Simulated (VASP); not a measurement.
# TiO2 (I4_1/amd) in VASP: relaxation of the atoms with PBE

Aim: the relaxation of the atoms of TiO2 with PBE.

Program: VASP 6.6.1. These are calculated values, not measurements. Logs are shortened: lines on timing, memory, paths and dates and some standing lists are left out, and cuts for length are marked.

### Step 1. The cell of the first run

The structure is tetragonal, space group I4_1/amd (No. 141). The conventional cell has a = 3.784 Å, b = 3.784 Å, c = 9.515 Å, α = 90.00°, β = 90.00°, γ = 90.00°. Within 2.6 Å of Ti (site symmetry -4m2) lie 6 O at 1.93 to 1.98 Å. O (site symmetry 2mm) has 3 Ti at 1.93 to 1.98 Å and 2 O at 2.47 Å within 2.6 Å.

### Step 2. Relaxation of the atoms, PBE

File INCAR:

```
PREC = Accurate
ENCUT = 520
EDIFF = 1E-7
ISMEAR = 0
SIGMA = 0.01
LREAL = F
LASPH = T
NELM = 100
ALGO = Normal
ISIF = 2
LWAVE = F
LCHARG = F
GGA = PE
IBRION = 2
NSW = 80
EDIFFG = -0.002
```

File KPOINTS:

```
Automatic mesh
0
Gamma
  7 7 7
```

File POSCAR:

```
TiO2
1.0
   -1.8921000000      1.8921000000      4.7573000000
    1.8921000000     -1.8921000000      4.7573000000
    1.8921000000      1.8921000000     -4.7573000000
Ti O
2 4
Direct
    0.0000000000      0.0000000000      0.0000000000
    0.7500000000      0.2500000000      0.5000000000
    0.2081000000      0.2081000000      0.0000000000
    0.9581000000      0.4581000000      0.5000000000
    0.5419000000      0.0419000000      0.5000000000
    0.7919000000      0.7919000000      0.0000000000
```

Potentials or basis: VASP PAW PBE potentials, release 64 (Ti_sv, O).

Command:

```sh
cat potpaw_PBE.64/Ti_sv/POTCAR potpaw_PBE.64/O/POTCAR > POTCAR
mpirun -np 1 vasp_std > vasp.out
```

OUTCAR:

```text
PREC = Accurate
   ENCUT = 520
   EDIFF = 1E-7
   ISMEAR = 0
   LREAL = F
   LASPH = T
   NELM = 100
   ISIF = 2
   GGA = PE
   IBRION = 2
   NSW = 80
   EDIFFG = -0.002

 ion  position               nearest neighbor table
   1  0.000  0.000  0.000-   5 1.93   4 1.93   5 1.93   4 1.93   3 1.98   6 1.98
   2  0.750  0.250  0.500-   6 1.93   3 1.93   6 1.93   3 1.93   4 1.98   5 1.98
   3  0.208  0.208  0.000-   2 1.93   2 1.93   1 1.98
   4  0.958  0.458  0.500-   1 1.93   1 1.93   2 1.98
   5  0.542  0.042  0.500-   1 1.93   1 1.93   2 1.98
   6  0.792  0.792  0.000-   2 1.93   2 1.93   1 1.98

  LATTYP: Found a body centered tetragonal cell.
 ALAT       =     3.7842000000
 C/A-ratio  =     2.5142962846

  Lattice vectors:

 A1 = (  -1.8921000000,   1.8921000000,   4.7573000000)
 A2 = (   1.8921000000,  -1.8921000000,   4.7573000000)
 A3 = (   1.8921000000,   1.8921000000,  -4.7573000000)

Analysis of symmetry for initial positions (statically):
=====================================================================
 Subroutine PRICEL returns:
 Original cell was already a primitive cell.

 Routine SETGRP: Setting up the symmetry group for a
 body centered tetragonal supercell.

 Subroutine GETGRP returns: Found 16 space group operations
 (whereof  8 operations were pure point group operations)
 out of a pool of 16 trial point group operations.

The static configuration has the point symmetry D_2d.
 The point group associated with its full space group is D_4h.

Analysis of symmetry for dynamics (positions and initial velocities):
=====================================================================
 Subroutine PRICEL returns:
 Original cell was already a primitive cell.

 Routine SETGRP: Setting up the symmetry group for a
 body centered tetragonal supercell.

 Subroutine GETGRP returns: Found 16 space group operations
 (whereof  8 operations were pure point group operations)
 out of a pool of 16 trial point group operations.

The dynamic configuration has the point symmetry D_2d.
 The point group associated with its full space group is D_4h.

 Subroutine INISYM returns: Found 16 space group operations
 (whereof  8 operations are pure point group operations),
 and found     1 'primitive' translations

----------------------------------------------------------------------------------------

                                     Primitive cell

  volume of cell :      68.1253

  direct lattice vectors                    reciprocal lattice vectors
    -1.892100000  1.892100000  4.757300000     0.000000000  0.264256646  0.105101633
     1.892100000 -1.892100000  4.757300000     0.264256646  0.000000000  0.105101633
     1.892100000  1.892100000 -4.757300000     0.264256646  0.264256646  0.000000000

  length of vectors
     5.458203744  5.458203744  5.458203744     0.284390450  0.284390450  0.373715333

  position of ions in fractional coordinates (direct lattice)
     0.000000000  0.000000000  0.000000000
     0.750000000  0.250000000  0.500000000
     0.208100000  0.208100000  0.000000000
     0.958100000  0.458100000  0.500000000
     0.541900000  0.041900000  0.500000000
     0.791900000  0.791900000  0.000000000

  ion indices of the primitive-cell ions
   primitive index   ion index
                 1           1
                 2           2
                 3           3
                 4           4
                 5           5
                 6           6

----------------------------------------------------------------------------------------

 KPOINTS: Automatic mesh

Automatic generation of k-mesh.
 Grid dimensions read from file:
 generate k-points for:    7    7    7

 Generating k-lattice:

  Cartesian coordinates                     Fractional coordinates (reciprocal lattice)
     0.000000000  0.037750949  0.015014519     0.142857143  0.000000000  0.000000000
     0.037750949  0.000000000  0.015014519     0.000000000  0.142857143  0.000000000
     0.037750949  0.037750949  0.000000000     0.000000000  0.000000000  0.142857143

  Length of vectors
     0.040627207  0.040627207  0.053387905

  Shift w.r.t. Gamma in fractional coordinates (k-lattice)
     0.000000000  0.000000000  0.000000000

 Subroutine IBZKPT returns following result:
 ===========================================

 Found     40 irreducible k-points:

 Following reciprocal coordinates:
            Coordinates               Weight
  0.000000  0.000000  0.000000      1.000000
  0.142857  0.000000  0.000000      8.000000
  0.285714  0.000000  0.000000      8.000000
  0.428571 -0.000000  0.000000      8.000000
  0.142857  0.142857  0.000000      8.000000
  0.285714  0.142857  0.000000     16.000000
[... 16 lines left out ...]
 -0.142857  0.285714  0.142857      8.000000
 -0.428571  0.428571  0.142857      8.000000
 [... further k-points ...]
   k-points           NKPTS =     40   k-points in BZ     NKDIM =     40   number of bands    NBANDS=     28
   number of dos      NEDOS =    301   number of ions     NIONS =      6
   total plane-waves  NPLWV =  74088
   dimension x,y,z NGX =    42 NGY =   42 NGZ =   42
   dimension x,y,z NGXF=    84 NGYF=   84 NGZF=   84
   ions per type =               2   4
   NGX,Y,Z   is equivalent  to a cutoff of  12.79, 12.79, 12.79 a.u.
   NGXF,Y,Z  is equivalent  to a cutoff of  25.58, 25.58, 25.58 a.u.
 SYSTEM =  unknown system
   PREC   = accura    normal or accurate (medium, high low for compatibility)
   ISTART =      0    job   : 0-new  1-cont  2-samecut
   ICHARG =      2    charge: 1-file 2-atom 10-const
   ISPIN  =      1    spin polarized calculation?
   LNONCOLLINEAR =      F non collinear calculations
   LSORBIT =      F    spin-orbit coupling
   LASPH  =      T    aspherical Exc in radial PAW
   ENCUT  =  520.0 eV  38.22 Ry    6.18 a.u.  10.15 10.15 10.15*2*pi/ulx,y,z
   NELM   =    100;   NELMIN=  2; NELMDL= -5     # of ELM steps
   EDIFF  = 0.1E-06   stopping-criterion for ELM
   LREAL  =      F    real-space projection
   EDIFFG = -.2E-02   stopping-criterion for IOM
   NSW    =     80    number of steps for IOM
   IBRION =      2    ionic relax: 0-MD 1-quasi-New 2-CG
   NFREE  =      1    steps in history (QN), initial steepest desc. (CG)
   ISIF   =      2    stress and relaxation
   ISYM   =      2    0-nonsym 1-usesym 2-fastsym
   POTIM  = 0.5000    time-step for ionic-motion
   TEBEG  =    0.0;   TEEND  =   0.0 temperature during run
   PSTRESS=    0.0 pullay stress
   NELECT =      48.0000    total number of electrons
   NUPDOWN=      -1.0000    fix difference up-down
   EMIN   =  10.00;   EMAX   =-10.00  energy-range for DOS
   EFERMI =   0.00;   METHOD = LEGACY
   ISMEAR =     0;   SIGMA  =   0.01  broadening in eV -4-tet -1-fermi 0-gaus
   EFERMI_NEDOS =   21; number of points for ismear=-14 and -15
   IALGO  =     38    algorithm
   IMIX   =      4    mixing-type and parameters
     AMIX     =   0.40;   BMIX     =  1.00
     AMIX_MAG =   1.60;   BMIX_MAG =  1.00
  volume/ion in A,a.u.               =      11.35        76.62
  Fermi-wavevector in a.u.,A,eV,Ry     =   1.456752  2.752862 28.873289  2.122127
  Thomas-Fermi vector in A             =   2.573634
   LORBIT       =      0    0 simple, 1 ext, 2 COOP (PROOUT), +10 PAW based schemes
   GGA     = PE    functional components
   LHFCALC =     F    Hartree Fock is set to
   AEXX    =    0.0000 exact exchange contribution
   IVDW    =     0    specifies the selected vdW correction
   LEPSILON=     F    determine dielectric tensor
   LRPA    =     F    only Hartree local field effects (RPA)
 conjugate gradient relaxation of ions
 non-spin polarized calculation
 Gauss-broadening in eV      SIGMA  =   0.01
  energy-cutoff  :      520.00
  volume of cell :       68.13
 maximum number of plane-waves:      1850
 NGX is ok and might be reduce to    42
   NGX = 21   NGY = 21   NGZ = 21

--------------------------------------- Ionic step        1  -------------------------------------------

 number of electron      47.9999989 magnetization

 Free energy of the ion-electron system (eV)
  ---------------------------------------------------
  ext. energy  EPLUGINS =         0.00000000
  ---------------------------------------------------
  free energy    TOTEN  =       -53.82582656 eV

  energy without entropy =      -53.82582656  energy(sigma->0) =      -53.82582656

------------------------ aborting loop because EDIFF is reached ----------------------------------------

  FORCE on cell =-STRESS in cart. coord.  units (eV):
  Direction    XX          YY          ZZ          XY          YZ          ZX
  --------------------------------------------------------------------------------------
  -------------------------------------------------------------------------------------
  Total        2.3072076      2.3072076      2.8942552      0.0000000      0.0000000      0.0000000
  in kB       54.2610943     54.2610943     68.0673282      0.0000000      0.0000000      0.0000000
  external PRESSURE =      58.8631722 kB  Pullay stress =       0.0000000 kB
[... 65 lines left out ...]
  energy  without entropy=      -53.8276887287  energy(sigma->0) =      -53.82768873

--------------------------------------- Ionic step        3  -------------------------------------------

 number of electron      47.9999990 magnetization

 Free energy of the ion-electron system (eV)
  ---------------------------------------------------
  ext. energy  EPLUGINS =         0.00000000
  ---------------------------------------------------
  free energy    TOTEN  =       -53.82781210 eV

  energy without entropy =      -53.82781210  energy(sigma->0) =      -53.82781210

 E-fermi :   3.5506     XC(G=0): -10.7413

 val. band max:        3.4300901315   @ k =  -0.4286   0.4286   0.0000
 cond. band min:       5.4979419899   @ k =   0.0000   0.0000   0.0000
 fundamental gap:      2.0678518584
 Fermi energy:         3.5506172304

 k-point     1 :       0.0000    0.0000    0.0000
  band No.  band energies     occupation
      1     -53.0022      2.00000
      2     -52.9420      2.00000
      3     -29.4637      2.00000
      4     -29.2273      2.00000
      5     -29.2273      2.00000
      6     -29.1559      2.00000
[... 733 lines left out ...]
     27       7.0217      0.00000
     28       7.1444      0.00000

 [... further k-points ...]

------------------------ aborting loop because EDIFF is reached ----------------------------------------

  FORCE on cell =-STRESS in cart. coord.  units (eV):
  Direction    XX          YY          ZZ          XY          YZ          ZX
  --------------------------------------------------------------------------------------
  -------------------------------------------------------------------------------------
  Total        2.3250953      2.3250953      2.2780923      0.0000000     -0.0000000      0.0000000
  in kB       54.6817804     54.6817804     53.5763583      0.0000000     -0.0000000      0.0000000
  external PRESSURE =      54.3133064 kB  Pullay stress =       0.0000000 kB
[... 21 lines left out ...]
  FREE ENERGIE OF THE ION-ELECTRON SYSTEM (eV)
  ---------------------------------------------------
  free  energy   TOTEN  =       -53.8278120958 eV

  energy  without entropy=      -53.8278120958  energy(sigma->0) =      -53.82781210

 reached required accuracy - stopping structural energy minimisation
```

Run time: 2.5 min. Hardware: 1 thread of Intel Xeon 6975P-C (Granite Rapids), shared host; peak memory 0.29 GiB.

What came out:

```yaml
Free_energy: -53.8278 eV
Energy_gained_by_relaxing: 0.3 meV/atom
Ionic_steps: 3
Pressure_after_relaxing: 5.4 GPa
Band_gap_on_the_k_mesh: 2.07 eV (least direct gap 2.44 eV)
```

Step by step:
```tsv
step	energy change (eV)	largest force (eV/Å)	pressure (GPa)
1	0.0000	0.1246	5.89
2	-0.0019	0.0308	5.54
3	-0.0020	0.0004	5.43
```

Final structure:
```
Ti O
1.0
    -1.89210    1.89210    4.75730
     1.89210   -1.89210    4.75730
     1.89210    1.89210   -4.75730
Ti O
2 4
Direct
  0.00000 0.00000 0.00000
  0.75000 0.25000 0.50000
  0.20895 0.20895 0.00000
  0.95895 0.45895 0.50000
  0.54105 0.04105 0.50000
  0.79105 0.79105 0.00000
```

Levels at points of the mesh, in eV from the valence-band top:
```
           k point  band 21  band 22  band 23  band 24  band 25  band 26  band 27  band 28
(0.00, 0.00, 0.00)    -0.79    -0.79    -0.50    -0.50     2.07     2.81     3.91     3.91
```

A k mesh can miss the band edges. Expect the measured gap to be larger: semilocal functionals such as PBE lack the derivative discontinuity.
